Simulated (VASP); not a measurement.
# Pt (R-3m) in VASP: a series of runs

Pt is run at these levels: PBE; tasks: single point.

All numbers are computed with VASP 6.6.1; they aren't measurements. Logs are shortened: lines on timing, memory, paths and dates and some standing lists are left out, and cuts for length are marked.

### Step 1. The cell of the first run

The structure is trigonal, space group R-3m (No. 166). Conventional cell: a = 2.778 Å, b = 2.778 Å, c = 6.941 Å, α = 90.00°, β = 90.00°, γ = 120.00°. Within 3.7 Å of Pt (site symmetry -3m) lie 12 Pt at 2.78 to 2.82 Å.

### Step 2. Single point, PBE

File INCAR:

```
PREC = Accurate
ENCUT = 520
EDIFF = 1E-7
ISMEAR = 1
SIGMA = 0.1
LREAL = F
LASPH = T
NELM = 60
ALGO = Fast
ISIF = 2
LWAVE = F
LCHARG = T
GGA = PE
LELF = T
LVHAR = T
NBANDS = 22
```

File KPOINTS:

```
Automatic mesh
0
Gamma
  18 18 8
```

File POSCAR:

```
Pt
1.0
    2.7782484418      0.0000000000      0.0000000000
   -1.3891242209      2.4060337286      0.0000000000
    0.0000000000      0.0000000000      6.9408776683
Pt
3
Direct
    0.0000000000      0.0000000000      0.0000000000
    0.3333333333      0.6666666667      0.3333333333
    0.6666666667      0.3333333333      0.6666666667
```

Potentials or basis: VASP PAW PBE potentials, release 64 (Pt).

Started as:

```console
cat potpaw_PBE.64/Pt/POTCAR > POTCAR
mpirun -np 1 vasp_std > vasp.out
```

OUTCAR:

```text
PREC = Accurate
   ENCUT = 520
   EDIFF = 1E-7
   ISMEAR = 1
   LREAL = F
   LASPH = T
   NELM = 60
   ISIF = 2
   GGA = PE

 ion  position               nearest neighbor table
   1  0.000  0.000  0.000-   2 2.82   3 2.82   2 2.82   3 2.82   3 2.82   2 2.82
   2  0.333  0.667  0.333-   1 2.82   1 2.82   1 2.82   3 2.82   3 2.82   3 2.82
   3  0.667  0.333  0.667-   1 2.82   1 2.82   1 2.82   2 2.82   2 2.82   2 2.82

  LATTYP: Found a hexagonal cell.
 ALAT       =     2.7782484418
 C/A-ratio  =     2.4982926523

  Lattice vectors:

 A1 = (   2.7782484418,   0.0000000000,   0.0000000000)
 A2 = (  -1.3891242209,   2.4060337286,   0.0000000000)
 A3 = (   0.0000000000,   0.0000000000,   6.9408776683)

Analysis of symmetry for initial positions (statically):
=====================================================================
 Subroutine PRICEL returns following result:

  LATTYP: Found a trigonal (rhomboedric) cell.
 ALAT       =     2.8152713705
 COS(alpha) =     0.5130642785

  Lattice vectors:

 A1 = (   1.3891242208,  -0.8020112428,   2.3136258892)
 A2 = (  -0.0000000001,   1.6040224858,   2.3136258892)
 A3 = (  -1.3891242206,  -0.8020112430,   2.3136258899)

   3 primitive cells build up your supercell.

 Routine SETGRP: Setting up the symmetry group for a
 hexagonal supercell.

 Subroutine GETGRP returns: Found 12 space group operations
 (whereof 12 operations were pure point group operations)
 out of a pool of 24 trial point group operations.

The static configuration has the point symmetry D_3d.

Analysis of symmetry for dynamics (positions and initial velocities):
=====================================================================
 Subroutine PRICEL returns following result:

  LATTYP: Found a trigonal (rhomboedric) cell.
 ALAT       =     2.8152713705
 COS(alpha) =     0.5130642785

  Lattice vectors:

 A1 = (   1.3891242208,  -0.8020112428,   2.3136258892)
 A2 = (  -0.0000000001,   1.6040224858,   2.3136258892)
 A3 = (  -1.3891242206,  -0.8020112430,   2.3136258899)

   3 primitive cells build up your supercell.

 Routine SETGRP: Setting up the symmetry group for a
 hexagonal supercell.

 Subroutine GETGRP returns: Found 12 space group operations
 (whereof 12 operations were pure point group operations)
 out of a pool of 24 trial point group operations.

The dynamic configuration has the point symmetry D_3d.

 Subroutine INISYM returns: Found 12 space group operations
 (whereof 12 operations are pure point group operations),
 and found     3 'primitive' translations

----------------------------------------------------------------------------------------

                                     Primitive cell

  volume of cell :      15.4656

  direct lattice vectors                    reciprocal lattice vectors
     1.389124221 -0.802011243  2.313625889     0.359939012 -0.207810886  0.144073999
    -0.000000000  1.604022486  2.313625889    -0.000000000  0.415621771  0.144073999
    -1.389124221 -0.802011243  2.313625890    -0.359939012 -0.207810886  0.144073999

  length of vectors
     2.815271370  2.815271371  2.815271371     0.439884955  0.439884955  0.439884955

  position of ions in fractional coordinates (direct lattice)
     0.000000000  0.000000000  0.000000000

  ion indices of the primitive-cell ions
   primitive index   ion index
                 1           1

----------------------------------------------------------------------------------------

 KPOINTS: Automatic mesh

Automatic generation of k-mesh.
 Grid dimensions read from file:
 generate k-points for:   18   18    8

 Generating k-lattice:

  Cartesian coordinates                     Fractional coordinates (reciprocal lattice)
     0.019996612  0.011545049  0.000000000     0.055555556  0.000000000  0.000000000
     0.000000000  0.023090098  0.000000000     0.000000000  0.055555556  0.000000000
     0.000000000  0.000000000  0.018009250     0.000000000  0.000000000  0.125000000

  Length of vectors
     0.023090098  0.023090098  0.018009250

  Shift w.r.t. Gamma in fractional coordinates (k-lattice)
     0.000000000  0.000000000  0.000000000

 Subroutine IBZKPT returns following result:
 ===========================================

 Found    266 irreducible k-points:

 Following reciprocal coordinates:
            Coordinates               Weight
  0.000000  0.000000  0.000000      1.000000
  0.055556  0.000000  0.000000      6.000000
  0.111111  0.000000  0.000000      6.000000
  0.166667  0.000000  0.000000      6.000000
  0.222222 -0.000000  0.000000      6.000000
  0.277778  0.000000  0.000000      6.000000
[... 16 lines left out ...]
  0.333333  0.111111  0.000000     12.000000
  0.388889  0.111111  0.000000     12.000000
 [... further k-points ...]
   k-points           NKPTS =    266   k-points in BZ     NKDIM =    266   number of bands    NBANDS=     22
   number of dos      NEDOS =    301   number of ions     NIONS =      3
   total plane-waves  NPLWV =  31104
   dimension x,y,z NGX =    24 NGY =   24 NGZ =   54
   dimension x,y,z NGXF=    48 NGYF=   48 NGZF=  108
   ions per type =               3
   NGX,Y,Z   is equivalent  to a cutoff of  14.36, 14.36, 12.93 a.u.
   NGXF,Y,Z  is equivalent  to a cutoff of  28.72, 28.72, 25.87 a.u.
 SYSTEM =  unknown system
   PREC   = accura    normal or accurate (medium, high low for compatibility)
   ISTART =      0    job   : 0-new  1-cont  2-samecut
   ICHARG =      2    charge: 1-file 2-atom 10-const
   ISPIN  =      1    spin polarized calculation?
   LNONCOLLINEAR =      F non collinear calculations
   LSORBIT =      F    spin-orbit coupling
   LASPH  =      T    aspherical Exc in radial PAW
   ENCUT  =  520.0 eV  38.22 Ry    6.18 a.u.   5.17  5.17 12.91*2*pi/ulx,y,z
   NELM   =     60;   NELMIN=  2; NELMDL= -5     # of ELM steps
   EDIFF  = 0.1E-06   stopping-criterion for ELM
   LREAL  =      F    real-space projection
   EDIFFG = 0.1E-05   stopping-criterion for IOM
   NSW    =      0    number of steps for IOM
   IBRION =     -1    ionic relax: 0-MD 1-quasi-New 2-CG
   NFREE  =      0    steps in history (QN), initial steepest desc. (CG)
   ISIF   =      2    stress and relaxation
   ISYM   =      2    0-nonsym 1-usesym 2-fastsym
   POTIM  = 0.5000    time-step for ionic-motion
   TEBEG  =    0.0;   TEEND  =   0.0 temperature during run
   PSTRESS=    0.0 pullay stress
   NELECT =      30.0000    total number of electrons
   NUPDOWN=      -1.0000    fix difference up-down
   EMIN   =  10.00;   EMAX   =-10.00  energy-range for DOS
   EFERMI =   0.00;   METHOD = LEGACY
   ISMEAR =     1;   SIGMA  =   0.10  broadening in eV -4-tet -1-fermi 0-gaus
   EFERMI_NEDOS =   21; number of points for ismear=-14 and -15
   IALGO  =     68    algorithm
   IMIX   =      4    mixing-type and parameters
     AMIX     =   0.40;   BMIX     =  1.00
     AMIX_MAG =   1.60;   BMIX_MAG =  1.00
  volume/ion in A,a.u.               =      15.47       104.37
  Fermi-wavevector in a.u.,A,eV,Ry     =   1.415640  2.675172 27.266577  2.004037
  Thomas-Fermi vector in A             =   2.537058
   LORBIT       =      0    0 simple, 1 ext, 2 COOP (PROOUT), +10 PAW based schemes
   GGA     = PE    functional components
   LHFCALC =     F    Hartree Fock is set to
   AEXX    =    0.0000 exact exchange contribution
   IVDW    =     0    specifies the selected vdW correction
   LEPSILON=     F    determine dielectric tensor
   LRPA    =     F    only Hartree local field effects (RPA)
 non-spin polarized calculation
 RMM-DIIS sequential band-by-band and
 Methfessel and Paxton  Order N= 1 SIGMA  =   0.10
  energy-cutoff  :      520.00
  volume of cell :       46.40
 maximum number of plane-waves:      1271
 NGX is ok and might be reduce to    24
   NGX = 11   NGY = 11   NGZ = 25

 number of electron      29.9999998 magnetization

 Free energy of the ion-electron system (eV)
  ---------------------------------------------------
  ext. energy  EPLUGINS =         0.00000000
  ---------------------------------------------------
  free energy    TOTEN  =       -18.28110307 eV

  energy without entropy =      -18.27987694  energy(sigma->0) =      -18.28069436

 E-fermi :  10.7817     XC(G=0): -13.3393

 val. band max:       10.7774461908   @ k =   0.2778   0.1111   0.5000
 cond. band min:      10.7828885842   @ k =   0.1667   0.0000   0.1250
 fundamental gap:      0.0054423933
 Fermi energy:        10.7816585970

 k-point     1 :       0.0000    0.0000    0.0000
  band No.  band energies     occupation
      1       0.8508      2.00000
      2       3.4442      2.00000
      3       3.4442      2.00000
      4       7.0027      2.00000
      5       7.2161      2.00000
      6       7.2161      2.00000
[... 14 lines left out ...]
     21      25.4852      0.00000
     22      26.2449      0.00000

 k-point     2 :       0.0556    0.0000    0.0000
  band No.  band energies     occupation
      1       0.9610      2.00000
      2       3.5496      2.00000
      3       3.5532      2.00000
      4       7.0473      2.00000
      5       7.1598      2.00000
      6       7.2480      2.00000
[... 14 lines left out ...]
     21      25.6586      0.00000
     22      26.3910      0.00000

 k-point     3 :       0.1111    0.0000    0.0000
  band No.  band energies     occupation
      1       1.2838      2.00000
      2       3.8396      2.00000
      3       3.8728      2.00000
      4       6.9107      2.00000
      5       6.9762      2.00000
      6       6.9930      2.00000
[... 14 lines left out ...]
     21      26.1475      0.00000
     22      26.7062      0.00000
[... 476 lines left out ...]
 k-point    23 :       0.3333    0.1111    0.0000
  band No.  band energies     occupation
      1       4.4158      2.00000
      2       4.4300      2.00000
      3       4.8285      2.00000
      4       5.0365      2.00000
      5       6.1148      2.00000
      6       6.7376      2.00000
[... 14 lines left out ...]
     21      20.8698      0.00000
     22      22.3726      0.00000

 k-point    24 :       0.3889    0.1111    0.0000
  band No.  band energies     occupation
      1       4.2703      2.00000
      2       4.6036      2.00000
      3       4.6850      2.00000
      4       4.8614      2.00000
      5       6.1823      2.00000
      6       6.5824      2.00000
[... 14 lines left out ...]
     21      19.1629      0.00000
     22      22.0010      0.00000

 [... further k-points ...]

------------------------ aborting loop because EDIFF is reached ----------------------------------------

  FORCE on cell =-STRESS in cart. coord.  units (eV):
  Direction    XX          YY          ZZ          XY          YZ          ZX
  --------------------------------------------------------------------------------------
  -------------------------------------------------------------------------------------
  Total        0.9196061      0.9196061      0.2748823      0.0000000      0.0000000     -0.0000000
  in kB       31.7559603     31.7559603      9.4922717      0.0000000      0.0000000     -0.0000000
  external PRESSURE =      24.3347307 kB  Pullay stress =       0.0000000 kB

 VOLUME and BASIS-vectors are now :
 -----------------------------------------------------------------------------
  energy-cutoff  :      520.00
  volume of cell :       46.40
      direct lattice vectors                 reciprocal lattice vectors
     2.778248442  0.000000000  0.000000000     0.359939012  0.207810886  0.000000000
    -1.389124221  2.406033729  0.000000000     0.000000000  0.415621771  0.000000000
     0.000000000  0.000000000  6.940877668     0.000000000  0.000000000  0.144073999

 POSITION                                       TOTAL-FORCE (eV/Angst)
 -----------------------------------------------------------------------------------
      0.00000      0.00000      0.00000         0.000000      0.000000     -0.000000
     -0.00000      1.60402      2.31363        -0.000000      0.000000     -0.000000
      1.38912      0.80201      4.62725        -0.000000     -0.000000      0.000000
 -----------------------------------------------------------------------------------
    total drift:                               -0.000000      0.000000      0.000000

  FREE ENERGIE OF THE ION-ELECTRON SYSTEM (eV)
  ---------------------------------------------------
  free  energy   TOTEN  =       -18.2811030719 eV

  energy  without entropy=      -18.2798769401  energy(sigma->0) =      -18.28069436
```

It took 1.9 min on 1 thread of Intel Xeon 6975P-C (Granite Rapids), shared host; peak memory 0.34 GiB.

What came out:

| Quantity | Value |
| --- | --- |
| Free energy | -18.2811 eV |
| Pressure | 2.4 GPa |
| Band gap on the k mesh | zero (bands 15 and 16 overlap by 1.78 eV) |

Caveat: spin-orbit coupling is left out, which moves the levels of the heavy elements.

### Step 3. Single point, PBE

This run uses another cell than the first one, of 15.54 Å³/atom.

File INCAR:

```
SYSTEM = Pt
  PREC = Accurate
  ENCUT = 520
  EDIFF = 1E-6
  ISMEAR = 1
  SIGMA = 0.1
  LREAL = .False.
  LASPH = .True.
  NELM = 80
  ALGO = Fast
  ISIF = 2
  LWAVE = .False.
  LCHARG = .False.
  GGA = PE
  NBANDS = 22
```

File KPOINTS:

```
regular mesh
0
Gamma
  18 18 8
  0 0 0
```

POSCAR: that of step 2 with these lines changed.

```diff
@@ -4,3 +4,3 @@
    -1.3891242209      2.4060337286      0.0000000000
-    0.0000000000      0.0000000000      6.9408776683
+    0.0000000000      0.0000000000      6.9738562645
 Pt
```

Potentials or basis: VASP PAW PBE potentials, release 64 (Pt).

Started as:

```console
cat potpaw_PBE.64/Pt/POTCAR > POTCAR
mpirun -np 1 vasp_std > vasp.out
```

It took 100 s on 1 thread of Intel Xeon 6975P-C (Granite Rapids), shared host; peak memory 0.33 GiB.

Results (log left out):

| Quantity | Value |
| --- | --- |
| Free energy | -18.2816 eV |
| Pressure | 1.2 GPa |
| Band gap on the k mesh | zero (bands 15 and 16 overlap by 1.75 eV) |

Stress tensor (GPa, compression positive):
```
 2.08  0.00  0.00
 0.00  2.08  0.00
 0.00  0.00 -0.65
```

Levels at points of the mesh, in eV from the Fermi level:
| k point | band 13 | band 14 | band 15 | band 16 | band 17 | band 18 |
| --- | --- | --- | --- | --- | --- | --- |
| (0.00, 0.00, 0.00) | -1.54 | -1.54 | -0.73 | -0.73 | -0.73 | -0.73 |
| (0.50, 0.00, 0.00) | 0.19 | 0.47 | 0.47 | 1.85 | 2.46 | 2.46 |
| (0.00, 0.00, 0.50) | -1.56 | -1.56 | -1.56 | -0.54 | 0.00 | 0.00 |
| (0.50, 0.00, 0.50) | -0.04 | 0.14 | 0.31 | 0.31 | 3.05 | 3.05 |

Caveat: spin-orbit coupling is left out, which moves the levels of the heavy elements.

### Step 4. Single point, PBE

This run uses another cell than the first one, of 15.64 Å³/atom.

File INCAR:

```
ALGO = Fast
EDIFF = 1E-6
ENCUT = 520
GGA = PE
ISIF = 2
ISMEAR = 1
LASPH = T
LCHARG = T
LELF = T
LREAL = F
LVHAR = T
LWAVE = F
NBANDS = 22
NELM = 80
PREC = Accurate
SIGMA = 0.1
```

File KPOINTS:

```
k-points
0
Gamma
  18 18 8
```

File POSCAR:

```
Pt
1.0
    2.8063115574      0.0000000000      0.0000000000
   -1.4031557787      2.4303370996      0.0000000000
    0.0000000000      0.0000000000      6.8789669656
Pt
3
Direct
    0.0000000000      0.0000000000      0.0000000000
    0.3333333333      0.6666666667      0.3333333333
    0.6666666667      0.3333333333      0.6666666667
```

Started as:

```console
cat potpaw_PBE.64/Pt/POTCAR > POTCAR
mpirun -np 1 vasp_std > vasp.out
```

Run time: 1.7 min. Hardware: 1 thread of Intel Xeon 6975P-C (Granite Rapids), shared host; peak memory 0.33 GiB.

Results (log left out):

| Property | Result |
| --- | --- |
| Free energy | -18.2885 eV |
| Pressure | -0.5 GPa |
| Band gap on the k mesh | zero (bands 15 and 16 overlap by 1.82 eV) |

Levels at points of the mesh, in eV from the Fermi level:
| k point | band 13 | band 14 | band 15 | band 16 | band 17 | band 18 |
| --- | --- | --- | --- | --- | --- | --- |
| (0.00, 0.00, 0.00) | -1.54 | -1.54 | -0.77 | -0.77 | -0.77 | -0.77 |
| (0.50, 0.00, 0.00) | 0.09 | 0.46 | 0.46 | 1.86 | 2.42 | 2.42 |
| (0.00, 0.00, 0.50) | -1.63 | -1.63 | -1.63 | -0.32 | 0.03 | 0.03 |
| (0.50, 0.00, 0.50) | 0.03 | 0.04 | 0.23 | 0.23 | 2.96 | 2.96 |

Caveat: spin-orbit coupling is left out, which moves the levels of the heavy elements.

[end of part 1 of 2]
